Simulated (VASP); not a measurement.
# K3Pd (Pm-3m) in VASP: notebook

K3Pd is run at these levels: PBE; tasks: single point.

Everything below comes from runs of VASP 6.6.1. Logs are shortened: lines on timing, memory, paths and dates and some standing lists are left out, and cuts for length are marked.

## 1. The cell of the first run

It takes space group Pm-3m (No. 221, cubic). The conventional cell has a = 5.481 Å, b = 5.481 Å, c = 5.481 Å, α = 90.00°, β = 90.00°, γ = 90.00°. Pd (site symmetry m-3m) has 12 K at 3.88 Å within 5.1 Å. K (site symmetry 4/mmm) has 4 Pd at 3.88 Å and 8 K at 3.88 Å within 5.1 Å.

## 2. Single point, PBE

INCAR reads:

```
SYSTEM = K3Pd
  PREC = Accurate
  ENCUT = 520
  EDIFF = 1E-6
  ISMEAR = -1
  SIGMA = 0.05
  LREAL = .False.
  LASPH = .True.
  NELM = 60
  ALGO = Normal
  ISIF = 2
  LWAVE = .False.
  LCHARG = .False.
  GGA = PE
  NBANDS = 26
```

KPOINTS reads:

```
Automatic mesh
0
Gamma
  5 5 5
  0 0 0
```

POSCAR reads:

```
K3Pd
1.0
    5.4810737397      0.0000000000      0.0000000000
    0.0000000000      5.4810737397      0.0000000000
    0.0000000000      0.0000000000      5.4810737397
Pd K
1 3
Direct
    0.0000000000      0.0000000000      0.0000000000
    0.0000000000      0.5000000000      0.5000000000
    0.5000000000      0.0000000000      0.5000000000
    0.5000000000      0.5000000000      0.0000000000
```

Potentials or basis: VASP PAW PBE potentials, release 64 (Pd, K_sv).

Launch:

```console
$ cat potpaw_PBE.64/Pd/POTCAR potpaw_PBE.64/K_sv/POTCAR > POTCAR
$ mpirun -np 1 vasp_std > vasp.out
```

OUTCAR:

```text
SYSTEM = K3Pd
   PREC = Accurate
   ENCUT = 520
   EDIFF = 1E-6
   ISMEAR = -1
   LREAL = .False.
   LASPH = .True.
   NELM = 60
   ISIF = 2
   GGA = PE

 ion  position               nearest neighbor table
   1  0.000  0.000  0.000-
   2  0.000  0.500  0.500-
   3  0.500  0.000  0.500-
   4  0.500  0.500  0.000-

  LATTYP: Found a simple cubic cell.
 ALAT       =     5.4810737397

  Lattice vectors:

 A1 = (   5.4810737397,   0.0000000000,   0.0000000000)
 A2 = (   0.0000000000,   5.4810737397,   0.0000000000)
 A3 = (   0.0000000000,   0.0000000000,   5.4810737397)

Analysis of symmetry for initial positions (statically):
=====================================================================
 Subroutine PRICEL returns:
 Original cell was already a primitive cell.

 Routine SETGRP: Setting up the symmetry group for a
 simple cubic supercell.

 Subroutine GETGRP returns: Found 48 space group operations
 (whereof 48 operations were pure point group operations)
 out of a pool of 48 trial point group operations.

The static configuration has the point symmetry O_h .

Analysis of symmetry for dynamics (positions and initial velocities):
=====================================================================
 Subroutine PRICEL returns:
 Original cell was already a primitive cell.

 Routine SETGRP: Setting up the symmetry group for a
 simple cubic supercell.

 Subroutine GETGRP returns: Found 48 space group operations
 (whereof 48 operations were pure point group operations)
 out of a pool of 48 trial point group operations.

The dynamic configuration has the point symmetry O_h .

 Subroutine INISYM returns: Found 48 space group operations
 (whereof 48 operations are pure point group operations),
 and found     1 'primitive' translations

----------------------------------------------------------------------------------------

                                     Primitive cell

  volume of cell :     164.6633

  direct lattice vectors                    reciprocal lattice vectors
     5.481073740  0.000000000  0.000000000     0.182446004  0.000000000  0.000000000
     0.000000000  5.481073740  0.000000000     0.000000000  0.182446004  0.000000000
     0.000000000  0.000000000  5.481073740     0.000000000  0.000000000  0.182446004

  length of vectors
     5.481073740  5.481073740  5.481073740     0.182446004  0.182446004  0.182446004

  position of ions in fractional coordinates (direct lattice)
     0.000000000  0.000000000  0.000000000
     0.000000000  0.500000000  0.500000000
     0.500000000  0.000000000  0.500000000
     0.500000000  0.500000000  0.000000000

  ion indices of the primitive-cell ions
   primitive index   ion index
                 1           1
                 2           2
                 3           3
                 4           4

----------------------------------------------------------------------------------------

 KPOINTS: Automatic mesh

Automatic generation of k-mesh.
 Grid dimensions read from file:
 generate k-points for:    5    5    5

 Generating k-lattice:

  Cartesian coordinates                     Fractional coordinates (reciprocal lattice)
     0.036489201  0.000000000  0.000000000     0.200000000  0.000000000  0.000000000
     0.000000000  0.036489201  0.000000000     0.000000000  0.200000000  0.000000000
     0.000000000  0.000000000  0.036489201     0.000000000  0.000000000  0.200000000

  Length of vectors
     0.036489201  0.036489201  0.036489201

  Shift w.r.t. Gamma in fractional coordinates (k-lattice)
     0.000000000  0.000000000  0.000000000

 Subroutine IBZKPT returns following result:
 ===========================================

 Found     10 irreducible k-points:

 Following reciprocal coordinates:
            Coordinates               Weight
  0.000000  0.000000  0.000000      1.000000
  0.200000  0.000000  0.000000      6.000000
  0.400000  0.000000  0.000000      6.000000
  0.200000  0.200000  0.000000     12.000000
  0.400000  0.200000  0.000000     24.000000
  0.400000  0.400000  0.000000     12.000000
  0.200000  0.200000  0.200000      8.000000
  0.400000  0.200000  0.200000     24.000000
  0.400000  0.400000  0.200000     24.000000
  0.400000  0.400000  0.400000      8.000000
   k-points           NKPTS =     10   k-points in BZ     NKDIM =     10   number of bands    NBANDS=     26
   number of dos      NEDOS =    301   number of ions     NIONS =      4
   total plane-waves  NPLWV =  74088
   dimension x,y,z NGX =    42 NGY =   42 NGZ =   42
   dimension x,y,z NGXF=    84 NGYF=   84 NGZF=   84
   ions per type =               1   3
   NGX,Y,Z   is equivalent  to a cutoff of  12.74, 12.74, 12.74 a.u.
   NGXF,Y,Z  is equivalent  to a cutoff of  25.48, 25.48, 25.48 a.u.
 SYSTEM =  K3Pd
   PREC   = accura    normal or accurate (medium, high low for compatibility)
   ISTART =      0    job   : 0-new  1-cont  2-samecut
   ICHARG =      2    charge: 1-file 2-atom 10-const
   ISPIN  =      1    spin polarized calculation?
   LNONCOLLINEAR =      F non collinear calculations
   LSORBIT =      F    spin-orbit coupling
   LASPH  =      T    aspherical Exc in radial PAW
   ENCUT  =  520.0 eV  38.22 Ry    6.18 a.u.  10.19 10.19 10.19*2*pi/ulx,y,z
   NELM   =     60;   NELMIN=  2; NELMDL= -5     # of ELM steps
   EDIFF  = 0.1E-05   stopping-criterion for ELM
   LREAL  =      F    real-space projection
   EDIFFG = 0.1E-04   stopping-criterion for IOM
   NSW    =      0    number of steps for IOM
   IBRION =     -1    ionic relax: 0-MD 1-quasi-New 2-CG
   NFREE  =      0    steps in history (QN), initial steepest desc. (CG)
   ISIF   =      2    stress and relaxation
   ISYM   =      2    0-nonsym 1-usesym 2-fastsym
   POTIM  = 0.5000    time-step for ionic-motion
   TEBEG  =    0.0;   TEEND  =   0.0 temperature during run
   PSTRESS=    0.0 pullay stress
   NELECT =      37.0000    total number of electrons
   NUPDOWN=      -1.0000    fix difference up-down
   EMIN   =  10.00;   EMAX   =-10.00  energy-range for DOS
   EFERMI =   0.00;   METHOD = LEGACY
   ISMEAR =    -1;   SIGMA  =   0.05  broadening in eV -4-tet -1-fermi 0-gaus
   EFERMI_NEDOS =   21; number of points for ismear=-14 and -15
   IALGO  =     38    algorithm
   IMIX   =      4    mixing-type and parameters
     AMIX     =   0.40;   BMIX     =  1.00
     AMIX_MAG =   1.60;   BMIX_MAG =  1.00
  volume/ion in A,a.u.               =      41.17       277.80
  Fermi-wavevector in a.u.,A,eV,Ry     =   0.995275  1.880797 13.477555  0.990572
  Thomas-Fermi vector in A             =   2.127284
   LORBIT       =      0    0 simple, 1 ext, 2 COOP (PROOUT), +10 PAW based schemes
   GGA     = PE    functional components
[... 5 lines left out ...]
 non-spin polarized calculation
  energy-cutoff  :      520.00
  volume of cell :      164.66
 maximum number of plane-waves:      4447
 NGX is ok and might be reduce to    42
   NGX = 21   NGY = 21   NGZ = 21

 number of electron      37.0000005 magnetization

 Free energy of the ion-electron system (eV)
  ---------------------------------------------------
  ext. energy  EPLUGINS =         0.00000000
  ---------------------------------------------------
  free energy    TOTEN  =        -7.56138391 eV

  energy without entropy =       -7.54620972  energy(sigma->0) =       -7.55379682

 E-fermi :   1.2250     XC(G=0):  -7.2931

 val. band max:        1.2215619598   @ k =   0.4000   0.4000   0.0000
 cond. band min:       1.3444553963   @ k =   0.2000   0.0000   0.0000
 fundamental gap:      0.1228934366
 Fermi energy:         1.2250460571

 k-point     1 :       0.0000    0.0000    0.0000
  band No.  band energies     occupation
      1     -30.5994      2.00000
      2     -30.5516      2.00000
      3     -30.5516      2.00000
      4     -14.2531      2.00000
      5     -14.2531      2.00000
      6     -14.2531      2.00000
[... 18 lines left out ...]
     25       4.5555      0.00000
     26       4.5555      0.00000

 k-point     2 :       0.2000    0.0000    0.0000
  band No.  band energies     occupation
      1     -30.5953      2.00000
      2     -30.5555      2.00000
      3     -30.5515      2.00000
      4     -14.2405      2.00000
      5     -14.2405      2.00000
      6     -14.2330      2.00000
[... 18 lines left out ...]
     25       4.6457      0.00000
     26       4.6460      0.00000

 k-point     3 :       0.4000    0.0000    0.0000
  band No.  band energies     occupation
      1     -30.5860      2.00000
      2     -30.5648      2.00000
      3     -30.5514      2.00000
      4     -14.2169      2.00000
      5     -14.2169      2.00000
      6     -14.1857      2.00000
[... 18 lines left out ...]
     25       4.7598      0.00000
     26       4.7598      0.00000

 k-point     4 :       0.2000    0.2000    0.0000
  band No.  band energies     occupation
      1     -30.5916      2.00000
      2     -30.5570      2.00000
      3     -30.5537      2.00000
      4     -14.2610      2.00000
      5     -14.2276      2.00000
      6     -14.1867      2.00000
[... 18 lines left out ...]
     25       4.8056      0.00000
     26       5.0173      0.00000

 k-point     5 :       0.4000    0.2000    0.0000
  band No.  band energies     occupation
      1     -30.5828      2.00000
      2     -30.5648      2.00000
      3     -30.5544      2.00000
      4     -14.2596      2.00000
      5     -14.2030      2.00000
      6     -14.1327      2.00000
[... 18 lines left out ...]
     25       4.9216      0.00000
     26       5.0537      0.00000

 k-point     6 :       0.4000    0.4000    0.0000
  band No.  band energies     occupation
      1     -30.5751      2.00000
      2     -30.5658      2.00000
      3     -30.5611      2.00000
      4     -14.2899      2.00000
      5     -14.1756      2.00000
      6     -14.1362      2.00000
[... 18 lines left out ...]
     25       4.7917      0.00000
     26       5.3110      0.00000

 k-point     7 :       0.2000    0.2000    0.2000
  band No.  band energies     occupation
      1     -30.5883      2.00000
      2     -30.5569      2.00000
      3     -30.5569      2.00000
      4     -14.2913      2.00000
      5     -14.1766      2.00000
      6     -14.1766      2.00000
[... 18 lines left out ...]
     25       4.6514      0.00000
     26       5.1346      0.00000

 k-point     8 :       0.4000    0.2000    0.2000
  band No.  band energies     occupation
      1     -30.5802      2.00000
      2     -30.5649      2.00000
      3     -30.5569      2.00000
      4     -14.3064      2.00000
      5     -14.1531      2.00000
      6     -14.1229      2.00000
[... 18 lines left out ...]
     25       4.8433      0.00000
     26       5.3216      0.00000

 k-point     9 :       0.4000    0.4000    0.2000
  band No.  band energies     occupation
      1     -30.5737      2.00000
      2     -30.5657      2.00000
      3     -30.5623      2.00000
      4     -14.3445      2.00000
      5     -14.1368      2.00000
      6     -14.1190      2.00000
[... 18 lines left out ...]
     25       4.3407      0.00000
     26       5.6911      0.00000

 k-point    10 :       0.4000    0.4000    0.4000
  band No.  band energies     occupation
      1     -30.5702      2.00000
      2     -30.5656      2.00000
      3     -30.5656      2.00000
      4     -14.3974      2.00000
      5     -14.1369      2.00000
      6     -14.1338      2.00000
[... 18 lines left out ...]
     25       3.7749      0.00000
     26       6.0250      0.00000

------------------------ aborting loop because EDIFF is reached ----------------------------------------

  FORCE on cell =-STRESS in cart. coord.  units (eV):
  Direction    XX          YY          ZZ          XY          YZ          ZX
  --------------------------------------------------------------------------------------
  -------------------------------------------------------------------------------------
  Total       -0.1915871     -0.1915871     -0.1915871      0.0000000     -0.0000000      0.0000000
  in kB       -1.8641459     -1.8641459     -1.8641459      0.0000000     -0.0000000      0.0000000
  external PRESSURE =      -1.8641459 kB  Pullay stress =       0.0000000 kB

 VOLUME and BASIS-vectors are now :
 -----------------------------------------------------------------------------
  energy-cutoff  :      520.00
  volume of cell :      164.66
      direct lattice vectors                 reciprocal lattice vectors
     5.481073740  0.000000000  0.000000000     0.182446004  0.000000000  0.000000000
     0.000000000  5.481073740  0.000000000     0.000000000  0.182446004  0.000000000
     0.000000000  0.000000000  5.481073740     0.000000000  0.000000000  0.182446004

 POSITION                                       TOTAL-FORCE (eV/Angst)
 -----------------------------------------------------------------------------------
      0.00000      0.00000      0.00000         0.000000      0.000000      0.000000
      0.00000      2.74054      2.74054         0.000000      0.000000      0.000000
      2.74054      0.00000      2.74054         0.000000      0.000000      0.000000
      2.74054      2.74054      0.00000         0.000000      0.000000      0.000000
 -----------------------------------------------------------------------------------
    total drift:                                0.000000     -0.000000     -0.000000

  FREE ENERGIE OF THE ION-ELECTRON SYSTEM (eV)
  ---------------------------------------------------
  free  energy   TOTEN  =        -7.5613839125 eV

  energy  without entropy=       -7.5462097246  energy(sigma->0) =       -7.55379682
```

It took 30 s on 1 thread of Intel Xeon Platinum 8488C (Sapphire Rapids), shared host; peak memory 0.26 GiB.

Results:

```
Free energy : -7.5614 eV
Pressure    : -0.2 GPa
```

[end of part 1 of 2]
